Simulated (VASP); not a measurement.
# CdS (v.bB) (F-43m) in VASP: single point with PBE

Aim: the single point of CdS (v.bB) with PBE.

All numbers are computed with VASP 6.6.1; they aren't measurements. Logs are shortened: lines on timing, memory, paths and dates and some standing lists are left out, and cuts for length are marked.

### 1 The cell of the first run

It takes space group F-43m (No. 216, cubic). Conventional cell: a = 5.927 Å, b = 5.927 Å, c = 5.927 Å, α = 90.00°, β = 90.00°, γ = 90.00°. Cd (site symmetry -43m) has 4 S at 2.57 Å within 3.4 Å. S (site symmetry -43m) has 4 Cd at 2.57 Å within 3.4 Å.

### 2 Single point, PBE

INCAR

```
PREC = Accurate ; ENCUT = 500
EDIFF = 1E-6 ; ISMEAR = 0
SIGMA = 0.02 ; LREAL = F
LASPH = T ; NELM = 120
ALGO = Normal ; ISIF = 2
LWAVE = F ; LCHARG = T
GGA = PE ; LELF = T
LVHAR = T ; NBANDS = 16
GGA_COMPAT = F
```

KPOINTS

```
Automatic mesh
0
Gamma
  8 8 8
```

POSCAR

```
CdS
1.0
    0.0000000000      2.9634773892      2.9634773892
    2.9634773892      0.0000000000      2.9634773892
    2.9634773892      2.9634773892      0.0000000000
Cd S
1 1
Direct
    0.0000000000      0.0000000000      0.0000000000
    0.2500000000      0.2500000000      0.2500000000
```

Potentials or basis: VASP PAW PBE potentials, release 64 (Cd, S).

Command:

```sh
cat potpaw_PBE.64/Cd/POTCAR potpaw_PBE.64/S/POTCAR > POTCAR
mpirun -np 1 vasp_std > vasp.out
```

OUTCAR:

```text
PREC = Accurate
   ENCUT = 500
   EDIFF = 1E-6
   ISMEAR = 0
   LREAL = F
   LASPH = T
   NELM = 120
   ISIF = 2
   GGA = PE

 ion  position               nearest neighbor table
   1  0.000  0.000  0.000-   2 2.57   2 2.57   2 2.57   2 2.57
   2  0.250  0.250  0.250-   1 2.57   1 2.57   1 2.57   1 2.57

  LATTYP: Found a face centered cubic cell.
 ALAT       =     5.9269547784

  Lattice vectors:

 A1 = (   0.0000000000,   2.9634773892,   2.9634773892)
 A2 = (   2.9634773892,   0.0000000000,   2.9634773892)
 A3 = (   2.9634773892,   2.9634773892,   0.0000000000)

Analysis of symmetry for initial positions (statically):
=====================================================================
 Subroutine PRICEL returns:
 Original cell was already a primitive cell.

 Routine SETGRP: Setting up the symmetry group for a
 face centered cubic supercell.

 Subroutine GETGRP returns: Found 24 space group operations
 (whereof 24 operations were pure point group operations)
 out of a pool of 48 trial point group operations.

The static configuration has the point symmetry T_d .

Analysis of symmetry for dynamics (positions and initial velocities):
=====================================================================
 Subroutine PRICEL returns:
 Original cell was already a primitive cell.

 Routine SETGRP: Setting up the symmetry group for a
 face centered cubic supercell.

 Subroutine GETGRP returns: Found 24 space group operations
 (whereof 24 operations were pure point group operations)
 out of a pool of 48 trial point group operations.

The dynamic configuration has the point symmetry T_d .

 Subroutine INISYM returns: Found 24 space group operations
 (whereof 24 operations are pure point group operations),
 and found     1 'primitive' translations

----------------------------------------------------------------------------------------

                                     Primitive cell

  volume of cell :      52.0517

  direct lattice vectors                    reciprocal lattice vectors
     0.000000000  2.963477389  2.963477389    -0.168720707  0.168720707  0.168720707
     2.963477389  0.000000000  2.963477389     0.168720707 -0.168720707  0.168720707
     2.963477389  2.963477389  0.000000000     0.168720707  0.168720707 -0.168720707

  length of vectors
     4.190989916  4.190989916  4.190989916     0.292232837  0.292232837  0.292232837

  position of ions in fractional coordinates (direct lattice)
     0.000000000  0.000000000  0.000000000
     0.250000000  0.250000000  0.250000000

  ion indices of the primitive-cell ions
   primitive index   ion index
                 1           1
                 2           2

----------------------------------------------------------------------------------------

 KPOINTS: Automatic mesh

Automatic generation of k-mesh.
 Grid dimensions read from file:
 generate k-points for:    8    8    8

 Generating k-lattice:

  Cartesian coordinates                     Fractional coordinates (reciprocal lattice)
    -0.021090088  0.021090088  0.021090088     0.125000000  0.000000000  0.000000000
     0.021090088 -0.021090088  0.021090088     0.000000000  0.125000000  0.000000000
     0.021090088  0.021090088 -0.021090088     0.000000000  0.000000000  0.125000000

  Length of vectors
     0.036529105  0.036529105  0.036529105

  Shift w.r.t. Gamma in fractional coordinates (k-lattice)
     0.000000000  0.000000000  0.000000000

 Subroutine IBZKPT returns following result:
 ===========================================

 Found     29 irreducible k-points:

 Following reciprocal coordinates:
            Coordinates               Weight
  0.000000  0.000000  0.000000      1.000000
  0.125000  0.000000  0.000000      8.000000
  0.250000  0.000000  0.000000      8.000000
  0.375000  0.000000  0.000000      8.000000
  0.500000  0.000000  0.000000      4.000000
  0.125000  0.125000  0.000000      6.000000
[... 16 lines left out ...]
  0.500000  0.250000  0.125000     48.000000
 -0.375000  0.250000  0.125000     24.000000
 [... further k-points ...]
   k-points           NKPTS =     29   k-points in BZ     NKDIM =     29   number of bands    NBANDS=     16
   number of dos      NEDOS =    301   number of ions     NIONS =      2
   total plane-waves  NPLWV =  32768
   dimension x,y,z NGX =    32 NGY =   32 NGZ =   32
   dimension x,y,z NGXF=    64 NGYF=   64 NGZF=   64
   ions per type =               1   1
   NGX,Y,Z   is equivalent  to a cutoff of  12.69, 12.69, 12.69 a.u.
   NGXF,Y,Z  is equivalent  to a cutoff of  25.39, 25.39, 25.39 a.u.
 SYSTEM =  unknown system
   PREC   = accura    normal or accurate (medium, high low for compatibility)
   ISTART =      0    job   : 0-new  1-cont  2-samecut
   ICHARG =      2    charge: 1-file 2-atom 10-const
   ISPIN  =      1    spin polarized calculation?
   LNONCOLLINEAR =      F non collinear calculations
   LSORBIT =      F    spin-orbit coupling
   LASPH  =      T    aspherical Exc in radial PAW
   ENCUT  =  500.0 eV  36.75 Ry    6.06 a.u.   7.64  7.64  7.64*2*pi/ulx,y,z
   NELM   =    120;   NELMIN=  2; NELMDL= -5     # of ELM steps
   EDIFF  = 0.1E-05   stopping-criterion for ELM
   LREAL  =      F    real-space projection
   EDIFFG = 0.1E-04   stopping-criterion for IOM
   NSW    =      0    number of steps for IOM
   IBRION =     -1    ionic relax: 0-MD 1-quasi-New 2-CG
   NFREE  =      0    steps in history (QN), initial steepest desc. (CG)
   ISIF   =      2    stress and relaxation
   ISYM   =      2    0-nonsym 1-usesym 2-fastsym
   POTIM  = 0.5000    time-step for ionic-motion
   TEBEG  =    0.0;   TEEND  =   0.0 temperature during run
   PSTRESS=    0.0 pullay stress
   NELECT =      18.0000    total number of electrons
   NUPDOWN=      -1.0000    fix difference up-down
   EMIN   =  10.00;   EMAX   =-10.00  energy-range for DOS
   EFERMI =   0.00;   METHOD = LEGACY
   ISMEAR =     0;   SIGMA  =   0.02  broadening in eV -4-tet -1-fermi 0-gaus
   EFERMI_NEDOS =   21; number of points for ismear=-14 and -15
   IALGO  =     38    algorithm
   IMIX   =      4    mixing-type and parameters
     AMIX     =   0.40;   BMIX     =  1.00
     AMIX_MAG =   1.60;   BMIX_MAG =  1.00
  volume/ion in A,a.u.               =      26.03       175.63
  Fermi-wavevector in a.u.,A,eV,Ry     =   1.149090  2.171465 17.965240  1.320408
  Thomas-Fermi vector in A             =   2.285762
   LORBIT       =      0    0 simple, 1 ext, 2 COOP (PROOUT), +10 PAW based schemes
   GGA     = PE    functional components
   LHFCALC =     F    Hartree Fock is set to
   AEXX    =    0.0000 exact exchange contribution
   IVDW    =     0    specifies the selected vdW correction
   LEPSILON=     F    determine dielectric tensor
   LRPA    =     F    only Hartree local field effects (RPA)
 non-spin polarized calculation
 Gauss-broadening in eV      SIGMA  =   0.02
  energy-cutoff  :      500.00
  volume of cell :       52.05
 maximum number of plane-waves:      1363
   NGX = 15   NGY = 15   NGZ = 15

 number of electron      18.0000001 magnetization

 Free energy of the ion-electron system (eV)
  ---------------------------------------------------
  ext. energy  EPLUGINS =         0.00000000
  ---------------------------------------------------
  free energy    TOTEN  =        -6.14712733 eV

  energy without entropy =       -6.14712733  energy(sigma->0) =       -6.14712733

 E-fermi :   1.0598     XC(G=0):  -8.9271

 val. band max:        0.9160633566   @ k =   0.0000   0.0000   0.0000
 cond. band min:       1.9591561521   @ k =   0.0000   0.0000   0.0000
 fundamental gap:      1.0430927955
 Fermi energy:         1.0597725694

 k-point     1 :       0.0000    0.0000    0.0000
  band No.  band energies     occupation
      1     -11.1714      2.00000
      2      -6.6516      2.00000
      3      -6.6516      2.00000
      4      -6.6516      2.00000
      5      -6.2346      2.00000
      6      -6.2346      2.00000
[... 8 lines left out ...]
     15      12.3214      0.00000
     16      12.3214      0.00000

 k-point     2 :       0.1250    0.0000    0.0000
  band No.  band energies     occupation
      1     -11.1156      2.00000
      2      -6.6319      2.00000
      3      -6.6319      2.00000
      4      -6.6000      2.00000
      5      -6.2354      2.00000
      6      -6.2354      2.00000
[... 8 lines left out ...]
     15      11.7430      0.00000
     16      12.7110      0.00000

 k-point     3 :       0.2500    0.0000    0.0000
  band No.  band energies     occupation
      1     -10.9803      2.00000
      2      -6.5890      2.00000
      3      -6.5890      2.00000
      4      -6.4207      2.00000
      5      -6.2306      2.00000
      6      -6.2306      2.00000
[... 8 lines left out ...]
     15      11.5104      0.00000
     16      12.1283      0.00000

 k-point     4 :       0.3750    0.0000    0.0000
  band No.  band energies     occupation
      1     -10.8452      2.00000
      2      -6.5560      2.00000
      3      -6.5560      2.00000
      4      -6.2133      2.00000
      5      -6.2133      2.00000
      6      -6.1076      2.00000
[... 8 lines left out ...]
     15      12.3285      0.00000
     16      12.3285      0.00000

 k-point     5 :       0.5000    0.0000    0.0000
  band No.  band energies     occupation
      1     -10.7896      2.00000
      2      -6.5458      2.00000
      3      -6.5458      2.00000
      4      -6.2017      2.00000
      5      -6.2017      2.00000
      6      -5.8953      2.00000
[... 8 lines left out ...]
     15      13.3551      0.00000
     16      13.3551      0.00000

 k-point     6 :       0.1250    0.1250    0.0000
  band No.  band energies     occupation
      1     -11.0971      2.00000
      2      -6.6127      2.00000
      3      -6.6127      2.00000
      4      -6.6080      2.00000
      5      -6.2482      2.00000
      6      -6.2236      2.00000
[... 8 lines left out ...]
     15      12.4276      0.00000
     16      13.2748      0.00000

 k-point     7 :       0.2500    0.1250    0.0000
  band No.  band energies     occupation
      1     -10.9887      2.00000
      2      -6.5850      2.00000
      3      -6.5667      2.00000
      4      -6.4789      2.00000
      5      -6.2499      2.00000
      6      -6.2129      2.00000
[... 8 lines left out ...]
     15      12.3103      0.00000
     16      13.4693      0.00000

 k-point     8 :       0.3750    0.1250    0.0000
  band No.  band energies     occupation
      1     -10.8541      2.00000
      2      -6.5517      2.00000
      3      -6.5283      2.00000
      4      -6.2923      2.00000
      5      -6.2000      2.00000
      6      -6.1460      2.00000
[... 8 lines left out ...]
     15      12.8113      0.00000
     16      12.9483      0.00000

 k-point     9 :       0.5000    0.1250    0.0000
  band No.  band energies     occupation
      1     -10.7730      2.00000
      2      -6.5347      2.00000
      3      -6.5161      2.00000
      4      -6.2360      2.00000
      5      -6.1988      2.00000
      6      -5.8839      2.00000
[... 8 lines left out ...]
     15      13.1676      0.00000
     16      13.3865      0.00000
[... 172 lines left out ...]
 k-point    19 :       0.5000    0.3750    0.0000
  band No.  band energies     occupation
      1     -10.6895      2.00000
      2      -6.4538      2.00000
      3      -6.3742      2.00000
      4      -6.3552      2.00000
      5      -6.1710      2.00000
      6      -5.8417      2.00000
[... 8 lines left out ...]
     15      13.5171      0.00000
     16      14.3862      0.00000

 k-point    20 :      -0.3750    0.3750    0.0000
  band No.  band energies     occupation
      1     -10.6827      2.00000
      2      -6.4737      2.00000
      3      -6.3963      2.00000
      4      -6.3102      2.00000
      5      -6.1954      2.00000
      6      -5.7235      2.00000
[... 8 lines left out ...]
     15      12.8260      0.00000
     16      14.9430      0.00000

 k-point    21 :       0.5000    0.5000    0.0000
  band No.  band energies     occupation
      1     -10.6716      2.00000
      2      -6.4530      2.00000
      3      -6.3478      2.00000
      4      -6.3478      2.00000
      5      -6.1592      2.00000
      6      -5.8344      2.00000
[... 8 lines left out ...]
     15      13.2619      0.00000
     16      14.2899      0.00000

 k-point    22 :       0.3750    0.2500    0.1250
  band No.  band energies     occupation
      1     -10.8810      2.00000
      2      -6.5421      2.00000
      3      -6.5198      2.00000
      4      -6.3642      2.00000
      5      -6.2245      2.00000
      6      -6.1782      2.00000
[... 8 lines left out ...]
     15      12.8207      0.00000
     16      14.6119      0.00000

 k-point    23 :       0.5000    0.2500    0.1250
  band No.  band energies     occupation
      1     -10.7748      2.00000
      2      -6.5110      2.00000
      3      -6.4886      2.00000
      4      -6.2874      2.00000
      5      -6.2048      2.00000
      6      -5.9635      2.00000
[... 8 lines left out ...]
     15      13.5270      0.00000
     16      13.8878      0.00000

 k-point    24 :      -0.3750    0.2500    0.1250
  band No.  band energies     occupation
      1     -10.7314      2.00000
      2      -6.5065      2.00000
      3      -6.4741      2.00000
      4      -6.2551      2.00000
      5      -6.2108      2.00000
      6      -5.7950      2.00000
[... 8 lines left out ...]
     15      13.0857      0.00000
     16      13.9285      0.00000

 [... further k-points ...]
[... 5 lines left out ...]
  --------------------------------------------------------------------------------------
  -------------------------------------------------------------------------------------
  Total        0.0893761      0.0893761      0.0893761      0.0000000      0.0000000     -0.0000000
  in kB        2.7510423      2.7510423      2.7510423      0.0000000      0.0000000     -0.0000000
  external PRESSURE =       2.7510423 kB  Pullay stress =       0.0000000 kB

 VOLUME and BASIS-vectors are now :
 -----------------------------------------------------------------------------
  energy-cutoff  :      500.00
  volume of cell :       52.05
      direct lattice vectors                 reciprocal lattice vectors
     0.000000000  2.963477389  2.963477389    -0.168720707  0.168720707  0.168720707
     2.963477389  0.000000000  2.963477389     0.168720707 -0.168720707  0.168720707
     2.963477389  2.963477389  0.000000000     0.168720707  0.168720707 -0.168720707

 POSITION                                       TOTAL-FORCE (eV/Angst)
 -----------------------------------------------------------------------------------
      0.00000      0.00000      0.00000         0.000000      0.000000      0.000000
      1.48174      1.48174      1.48174        -0.000000     -0.000000     -0.000000
 -----------------------------------------------------------------------------------
    total drift:                               -0.000000     -0.000000      0.000000

  FREE ENERGIE OF THE ION-ELECTRON SYSTEM (eV)
  ---------------------------------------------------
  free  energy   TOTEN  =        -6.1471273327 eV

  energy  without entropy=       -6.1471273327  energy(sigma->0) =       -6.14712733
```

Run time: 20 s. Hardware: 1 thread of Intel Xeon 6975P-C, shared host; peak memory 0.18 GiB.

Results:

```yaml
Free_energy: -6.1471 eV
Pressure: 0.3 GPa
Band_gap_on_the_k_mesh: 1.04 eV, direct
```

Levels at points of the mesh, in eV from the valence-band top:
```tsv
k point	band 5	band 6	band 7	band 8	band 9	band 10	band 11	band 12	band 13	band 14
(0.00, 0.00, 0.00)	-7.15	-7.15	0.00	0.00	0.00	1.04	6.55	6.55	6.55	11.17
(0.50, 0.00, 0.00)	-7.12	-6.81	-4.12	-0.69	-0.69	2.94	7.01	7.01	7.33	10.94
(0.50, 0.50, 0.00)	-7.08	-6.75	-3.75	-1.72	-1.72	3.63	4.28	9.04	10.49	10.49
```
